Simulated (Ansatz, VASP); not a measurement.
# One calculation of AlIn2N3, two programs

The input INCAR:

```
ALGO     = Normal         # electronic algorithm
EDIFF    = 1E-7           # SCF threshold, eV
ENCUT    = 520            # plane-wave cutoff, eV
GGA      = PE             # functional
ISIF     = 2              # what is computed and relaxed
ISMEAR   = 0              # smearing method
ISPIN    = 2              # spin polarisation
LASPH    = T              # aspherical terms in the spheres
LCHARG   = T              # write CHGCAR
LELF     = T              # ELF
LORBIT   = 11             # projections on sites
LREAL    = F              # projectors in reciprocal space
LVHAR    = T            
LWAVE    = F              # write WAVECAR
MAGMOM   = 0 0 0 1 1 1    # initial moments
NBANDS   = 35             # bands
NELM     = 150            # most SCF steps
PREC     = Accurate       # precision mode
SIGMA    = 0.1            # smearing width, eV
```

Contents of KPOINTS:

```
k-points
0
Gamma
  4 4 4
```

Contents of POSCAR:

```
AlIn2N3
1.0
    4.5979936532      0.0000000000      0.0000000000
    0.0000000000      4.5979936532      0.0000000000
    0.0000000000      0.0000000000      4.1201058209
Al In N
1 2 3
Direct
    0.5000000000      0.5000000000      0.5000000000
    0.5000000000      0.0000000000      0.0000000000
    0.0000000000      0.5000000000      0.0000000000
    0.5000000000      0.0000000000      0.5000000000
    0.0000000000      0.5000000000      0.5000000000
    0.5000000000      0.5000000000      0.0000000000
```

Input for Ansatz:

```yaml
crystal:
  lattice:
    - [4.5979936532, 0.0, 0.0]
    - [0.0, 4.5979936532, 0.0]
    - [0.0, 0.0, 4.1201058209]
  atoms:
    - { symbol: Al, position: [0.5, 0.5, 0.5] }
    - { symbol: In, position: [0.5, 0.0, 0.0] }
    - { symbol: In, position: [0.0, 0.5, 0.0] }
    - { symbol: "N", position: [0.5, 0.0, 0.5], spin: 1.0 }
    - { symbol: "N", position: [0.0, 0.5, 0.5], spin: 1.0 }
    - { symbol: "N", position: [0.5, 0.5, 0.0], spin: 1.0 }
basis:
  ecutwfc: 420
kpoints:
  mp_grid: { grid: [4, 4, 4] }
hamiltonian:
  xc: pbe
scf:
  occupations: { method: gaussian, width: 0.1 }
  lower_state_search: "off"
output:
  forces: true
  stress: true
  eigenvalues: true
  populations: true
magnetization:
  spin_polarized: true
```

Alike in both runs: task single point; functional PBE; k mesh 4 × 4 × 4; occupations gaussian, width 0.1 eV; collinear spin.

|  | VASP | Ansatz |
| --- | --- | --- |
| version | VASP 6.6.1 | Ansatz 0.2.0 |
| potentials or method | VASP PAW PBE potentials, release 64 (Al, In_d, N), cutoff 520 eV | scalar-relativistic, plane waves, PAW |
| valence electrons in the cell | 44 | 44 |

|  | VASP | Ansatz | Ansatz less VASP |
| --- | --- | --- | --- |
| gap on the k mesh at the Fermi level (eV) | none | none | - |
| pressure (GPa) | 0.2 | 0.1 | -0.09 |
| traceless stress, the component that is largest in VASP (GPa) | -0.10 | -0.23 | -0.122 |
| net moment per atom (μB) | 0.00 | 0.00 | 0.000 |

A gap of «none» marks a metal or a gap that the smearing closes. The functional is the same, so the differences come from potentials, cutoffs and numerics. Ansatz's warnings: seeded moment not kept.

The k mesh is coarse, so the values compare programs but aren't converged.
